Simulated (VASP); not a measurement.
# Br (Cmce) in VASP: notebook, part 3 of 3

VASP 6.6.1.

### Step 4. Single point, PBE (strained)

INCAR reads:

```
PREC = Accurate
ENCUT = 520
EDIFF = 1E-6
ISMEAR = 0
SIGMA = 0.02
LREAL = False
LASPH = True
NELM = 80
ALGO = Normal
ISIF = 2
LWAVE = False
LCHARG = True
GGA = PE
LELF = True
LVHAR = True
NBANDS = 22
```

KPOINTS reads:

```
Automatic mesh
0
Gamma
  8 8 4
```

POSCAR reads:

```
Br
1.0
    3.5751533500     -2.3604448000      0.0000000000
    3.5751533500      2.3604448000      0.0000000000
    0.0000000000      0.0000000000      8.4836008000
Br
4
Direct
    0.1710677292      0.8289322708      0.1318765732
    0.6710677292      0.3289322708      0.3681234268
    0.8289322708      0.1710677292      0.8681234268
    0.3289322708      0.6710677292      0.6318765732
```

Potentials or basis: VASP PAW PBE potentials, release 64 (Br).

Command:

```console
> cat potpaw_PBE.64/Br/POTCAR > POTCAR
> mpirun -np 1 vasp_std > vasp.out
```

OUTCAR:

```text
PREC = Accurate
   ENCUT = 520
   EDIFF = 1E-6
   ISMEAR = 0
   LREAL = False
   LASPH = True
   NELM = 80
   ISIF = 2
   GGA = PE

 ion  position               nearest neighbor table
   1  0.171  0.829  0.132-   3 2.76
   2  0.671  0.329  0.368-   4 2.76
   3  0.829  0.171  0.868-   1 2.76
   4  0.329  0.671  0.632-   2 2.76

  LATTYP: Found a base centered orthorhombic cell.
 ALAT       =     4.7208896000
 B/A-ratio  =     1.5146100218
 C/A-ratio  =     1.7970343556

  Lattice vectors:

 A1 = (  -3.5751533500,  -2.3604448000,   0.0000000000)
 A2 = (   3.5751533500,  -2.3604448000,   0.0000000000)
 A3 = (   0.0000000000,   0.0000000000,   8.4836008000)

Analysis of symmetry for initial positions (statically):
=====================================================================
 Subroutine PRICEL returns:
 Original cell was already a primitive cell.

 Routine SETGRP: Setting up the symmetry group for a
 base centered orthorhombic supercell.

 Subroutine GETGRP returns: Found  8 space group operations
 (whereof  4 operations were pure point group operations)
 out of a pool of  8 trial point group operations.

The static configuration has the point symmetry C_2h.
 The point group associated with its full space group is D_2h.

Analysis of symmetry for dynamics (positions and initial velocities):
=====================================================================
 Subroutine PRICEL returns:
 Original cell was already a primitive cell.

 Routine SETGRP: Setting up the symmetry group for a
 base centered orthorhombic supercell.

 Subroutine GETGRP returns: Found  8 space group operations
 (whereof  4 operations were pure point group operations)
 out of a pool of  8 trial point group operations.

The dynamic configuration has the point symmetry C_2h.
 The point group associated with its full space group is D_2h.

 Subroutine INISYM returns: Found  8 space group operations
 (whereof  4 operations are pure point group operations),
 and found     1 'primitive' translations

----------------------------------------------------------------------------------------

                                     Primitive cell

  volume of cell :     143.1854

  direct lattice vectors                    reciprocal lattice vectors
     3.575153350 -2.360444800  0.000000000     0.139854141 -0.211824483  0.000000000
     3.575153350  2.360444800  0.000000000     0.139854141  0.211824483  0.000000000
     0.000000000  0.000000000  8.483600800     0.000000000  0.000000000  0.117874476

  length of vectors
     4.284089300  4.284089300  8.483600800     0.253828273  0.253828273  0.117874476

  position of ions in fractional coordinates (direct lattice)
     0.171067729  0.828932271  0.131876573
     0.671067729  0.328932271  0.368123427
     0.828932271  0.171067729  0.868123427
     0.328932271  0.671067729  0.631876573

  ion indices of the primitive-cell ions
   primitive index   ion index
                 1           1
                 2           2
                 3           3
                 4           4

----------------------------------------------------------------------------------------

 KPOINTS: Automatic mesh

Automatic generation of k-mesh.
 Grid dimensions read from file:
 generate k-points for:    8    8    4

 Generating k-lattice:

  Cartesian coordinates                     Fractional coordinates (reciprocal lattice)
     0.017481768 -0.026478060  0.000000000     0.125000000  0.000000000  0.000000000
     0.017481768  0.026478060  0.000000000     0.000000000  0.125000000  0.000000000
     0.000000000  0.000000000  0.029468619     0.000000000  0.000000000  0.250000000

  Length of vectors
     0.031728534  0.031728534  0.029468619

  Shift w.r.t. Gamma in fractional coordinates (k-lattice)
     0.000000000  0.000000000  0.000000000

 Subroutine IBZKPT returns following result:
 ===========================================

 Found     63 irreducible k-points:

 Following reciprocal coordinates:
            Coordinates               Weight
  0.000000  0.000000  0.000000      1.000000
  0.125000  0.000000  0.000000      4.000000
  0.250000  0.000000  0.000000      4.000000
  0.375000  0.000000  0.000000      4.000000
  0.500000  0.000000  0.000000      2.000000
  0.125000  0.125000  0.000000      2.000000
[... 16 lines left out ...]
  0.125000  0.000000  0.250000      8.000000
  0.250000  0.000000  0.250000      8.000000
 [... further k-points ...]
   k-points           NKPTS =     63   k-points in BZ     NKDIM =     63   number of bands    NBANDS=     22
   number of dos      NEDOS =    301   number of ions     NIONS =      4
   total plane-waves  NPLWV =  65536
   dimension x,y,z NGX =    32 NGY =   32 NGZ =   64
   dimension x,y,z NGXF=    64 NGYF=   64 NGZF=  128
   ions per type =               4
   NGX,Y,Z   is equivalent  to a cutoff of  12.42, 12.42, 12.54 a.u.
   NGXF,Y,Z  is equivalent  to a cutoff of  24.84, 24.84, 25.08 a.u.
 SYSTEM =  unknown system
   PREC   = accura    normal or accurate (medium, high low for compatibility)
   ISTART =      0    job   : 0-new  1-cont  2-samecut
   ICHARG =      2    charge: 1-file 2-atom 10-const
   ISPIN  =      1    spin polarized calculation?
   LNONCOLLINEAR =      F non collinear calculations
   LSORBIT =      F    spin-orbit coupling
   LASPH  =      T    aspherical Exc in radial PAW
   ENCUT  =  520.0 eV  38.22 Ry    6.18 a.u.   7.97  7.97 15.77*2*pi/ulx,y,z
   NELM   =     80;   NELMIN=  2; NELMDL= -5     # of ELM steps
   EDIFF  = 0.1E-05   stopping-criterion for ELM
   LREAL  =      F    real-space projection
   EDIFFG = 0.1E-04   stopping-criterion for IOM
   NSW    =      0    number of steps for IOM
   IBRION =     -1    ionic relax: 0-MD 1-quasi-New 2-CG
   NFREE  =      0    steps in history (QN), initial steepest desc. (CG)
   ISIF   =      2    stress and relaxation
   ISYM   =      2    0-nonsym 1-usesym 2-fastsym
   POTIM  = 0.5000    time-step for ionic-motion
   TEBEG  =    0.0;   TEEND  =   0.0 temperature during run
   PSTRESS=    0.0 pullay stress
   NELECT =      28.0000    total number of electrons
   NUPDOWN=      -1.0000    fix difference up-down
   EMIN   =  10.00;   EMAX   =-10.00  energy-range for DOS
   EFERMI =   0.00;   METHOD = LEGACY
   ISMEAR =     0;   SIGMA  =   0.02  broadening in eV -4-tet -1-fermi 0-gaus
   EFERMI_NEDOS =   21; number of points for ismear=-14 and -15
   IALGO  =     38    algorithm
   IMIX   =      4    mixing-type and parameters
     AMIX     =   0.40;   BMIX     =  1.00
     AMIX_MAG =   1.60;   BMIX_MAG =  1.00
  volume/ion in A,a.u.               =      35.80       241.57
  Fermi-wavevector in a.u.,A,eV,Ry     =   0.950228  1.795671 12.285159  0.902934
  Thomas-Fermi vector in A             =   2.078585
   LORBIT       =      0    0 simple, 1 ext, 2 COOP (PROOUT), +10 PAW based schemes
   GGA     = PE    functional components
   LHFCALC =     F    Hartree Fock is set to
   AEXX    =    0.0000 exact exchange contribution
   IVDW    =     0    specifies the selected vdW correction
   LEPSILON=     F    determine dielectric tensor
   LRPA    =     F    only Hartree local field effects (RPA)
 non-spin polarized calculation
 Gauss-broadening in eV      SIGMA  =   0.02
  energy-cutoff  :      520.00
  volume of cell :      143.19
 maximum number of plane-waves:      3880
   NGX = 15   NGY = 15   NGZ = 31

 number of electron      27.9999997 magnetization

 Free energy of the ion-electron system (eV)
  ---------------------------------------------------
  ext. energy  EPLUGINS =         0.00000000
  ---------------------------------------------------
  free energy    TOTEN  =        -5.82826461 eV

  energy without entropy =       -5.82826461  energy(sigma->0) =       -5.82826461

 E-fermi :  -0.7767     XC(G=0):  -7.7280

 val. band max:       -0.8963597968   @ k =   0.5000   0.5000   0.0000
 cond. band min:      -0.3000408980   @ k =   0.5000   0.5000   0.5000
 fundamental gap:      0.5963188988
 Fermi energy:        -0.7767280473

 k-point     1 :       0.0000    0.0000    0.0000
  band No.  band energies     occupation
      1     -15.5831      2.00000
      2     -14.7541      2.00000
      3     -14.5885      2.00000
      4     -13.5815      2.00000
      5      -4.2933      2.00000
      6      -3.9809      2.00000
[... 574 lines left out ...]
      6      -4.3266      2.00000
[... 14 lines left out ...]
     21       8.2437      0.00000
     22       8.7508      0.00000

 [... further k-points ...]

------------------------ aborting loop because EDIFF is reached ----------------------------------------

  FORCE on cell =-STRESS in cart. coord.  units (eV):
  Direction    XX          YY          ZZ          XY          YZ          ZX
  --------------------------------------------------------------------------------------
  -------------------------------------------------------------------------------------
  Total        0.8093294     -4.6355459     -5.5545207      0.0000000      0.0000000      0.0000000
  in kB        9.0560153    -51.8695794    -62.1524755      0.0000000      0.0000000      0.0000000
  external PRESSURE =     -34.9886798 kB  Pullay stress =       0.0000000 kB

 VOLUME and BASIS-vectors are now :
 -----------------------------------------------------------------------------
  energy-cutoff  :      520.00
  volume of cell :      143.19
      direct lattice vectors                 reciprocal lattice vectors
     3.575153350 -2.360444800  0.000000000     0.139854141 -0.211824483  0.000000000
     3.575153350  2.360444800  0.000000000     0.139854141  0.211824483  0.000000000
     0.000000000  0.000000000  8.483600800     0.000000000  0.000000000  0.117874476

 POSITION                                       TOTAL-FORCE (eV/Angst)
 -----------------------------------------------------------------------------------
      3.57515      1.55285      1.11879         0.000000      0.699206     -0.837642
      3.57515     -0.80759      3.12301         0.000000      0.699206      0.837642
      3.57515     -1.55285      7.36481         0.000000     -0.699206      0.837642
      3.57515      0.80759      5.36059         0.000000     -0.699206     -0.837642
 -----------------------------------------------------------------------------------
    total drift:                                0.000000      0.000000     -0.000000

  FREE ENERGIE OF THE ION-ELECTRON SYSTEM (eV)
  ---------------------------------------------------
  free  energy   TOTEN  =        -5.8282646086 eV

  energy  without entropy=       -5.8282646086  energy(sigma->0) =       -5.82826461
```

stdout:

```text
POSCAR found type information on POSCAR Br
 POSCAR found :  1 types and       4 ions
 scaLAPACK will be used
 LDA part: xc-table for (Slater+PW92), standard interpolation
 POSCAR, INCAR and KPOINTS ok, starting setup
 FFT: planning ... GRIDC
 FFT: planning ... GRID_SOFT
 FFT: planning ... GRID
 WAVECAR not read
 entering main loop
```

It took 1.8 min on 1 thread of Oxide Virtual Turin-like, shared host; peak memory 0.28 GiB.

Results:

- Free energy: -5.8283 eV
- Pressure: -3.5 GPa
- Largest force: 1.091 eV/Å
- Band gap on the k mesh: 0.60 eV, indirect (least direct gap 0.82 eV)

Forces on the atoms (eV/Å):
```
Br   0.000  0.699 -0.838
Br   0.000  0.699  0.838
Br   0.000 -0.699  0.838
Br   0.000 -0.699 -0.838
```

Stress tensor (GPa, compression positive):
```
 0.91  0.00  0.00
 0.00 -5.19  0.00
 0.00  0.00 -6.22
```

Levels at points of the mesh, in eV from the valence-band top:
| k point | band 11 | band 12 | band 13 | band 14 | band 15 | band 16 | band 17 | band 18 |
| --- | --- | --- | --- | --- | --- | --- | --- | --- |
| (0.00, 0.00, 0.00) | -0.76 | -0.44 | -0.35 | -0.26 | 0.99 | 0.99 | 6.17 | 7.32 |
| (0.50, 0.00, 0.00) | -1.08 | -1.08 | -0.64 | -0.64 | 1.44 | 1.44 | 7.47 | 7.47 |
| (0.50, 0.50, 0.00) | -1.58 | -1.54 | -0.46 | 0.00 | 0.82 | 0.89 | 7.30 | 8.46 |
| (0.00, 0.00, 0.50) | -0.69 | -0.69 | -0.32 | -0.32 | 0.69 | 0.69 | 7.03 | 7.03 |
| (0.50, 0.00, 0.50) | -0.70 | -0.70 | -0.01 | -0.01 | 1.09 | 1.09 | 7.90 | 7.90 |
| (0.50, 0.50, 0.50) | -0.86 | -0.86 | -0.52 | -0.52 | 0.60 | 0.60 | 8.50 | 8.50 |

Caveat: the cell differs from its parent crystal (strained); forces of over 1 eV/Å act on the atoms, so gaps and moduli don't describe the material at rest. A k mesh can miss the band edges.

### Step 5. Summary

| cell | gap on the mesh (eV) | pressure (GPa) | largest force (eV/Å) |
| --- | --- | --- | --- |
| a = 3.954, b = 3.954, c = 9.089 Å, angles 90.0, 90.0, 67.2°, 4 atoms | 0.94 | -2.1 | 0.83 |
| a = 4.042, b = 4.042, c = 8.911 Å, angles 90.0, 90.0, 68.0°, 4 atoms | 1.88 | 2.8 | 1.38 |
| a = 4.284, b = 4.284, c = 8.484 Å, angles 90.0, 90.0, 66.9°, 4 atoms | 0.60 | -3.5 | 1.09 |

Alike in all rows: task single point; level PBE; potentials or basis VASP PAW PBE potentials, release 64 (Br); no spin polarisation; k mesh 8 × 8 × 4; cutoff (eV) 520; smearing gaussian 0.02 eV.

Caveats: forces of over 1 eV/Å act on the atoms, so gaps and moduli don't describe the material at rest (some runs).

Total energies depend on the potentials used, so only differences within one code and one set of settings carry meaning.
